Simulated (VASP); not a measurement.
Pt: single point with PBEsol

Crystal: Pt.

```
Pt
1.0
     2.72841   -0.00244    0.00000
    -1.36632    2.36165    0.00000
     0.00000    0.00000    4.69698
Pt
2
Direct
  0.66673 0.33327 0.75000
  0.33327 0.66673 0.25000
```

This isn't the form of Pt at room conditions, which is fcc.

* Program: VASP 6.6.1
* Task: single point
* Functional: PBEsol
* Potentials or basis: VASP PAW PBE potentials, release 64 (Pt)
* Cutoff: 520 eV
* k mesh: 12 × 12 × 6, shifted
* Occupations: methfessel-paxton, width 0.1 eV
* Spin: no spin polarisation
* Dipole correction: no
* Further INCAR settings: ALGO = Normal; EDIFF = 1e-06; NBANDS = 17; ISYM = 0

```json
{"Pressure": "-0.4 GPa", "Largest force": "0.004 eV/Å", "Band gap on the k mesh": "zero (bands 10 and 11 overlap by 1.17 eV)"}
```

Forces in eV/Å, atoms in the order of the input:
```
Pt  -0.004  0.002  0.000
Pt   0.004 -0.002  0.000
```

Stress tensor (GPa, compression positive):
```
-0.35  0.02  0.00
 0.02 -0.32  0.00
 0.00  0.00 -0.56
```

Levels at points of the mesh, in eV from the Fermi level:
```tsv
k point	band 6	band 7	band 8	band 9	band 10	band 11	band 12	band 13	band 14	band 15
(0.04, 0.04, 0.08)	-3.38	-3.16	-2.21	-2.09	-1.84	-0.21	0.75	5.45	15.04	16.36
```

Run time: 2.3 min on 1 thread of Intel(R) Xeon(R) Platinum 8488C (Sapphire Rapids), on a shared host, peak memory 0.29 GiB.

Caveat: the PAW data sets were made with another functional, which shifts forces and pressure a little; spin-orbit coupling is left out, which moves the levels of the heavy elements.
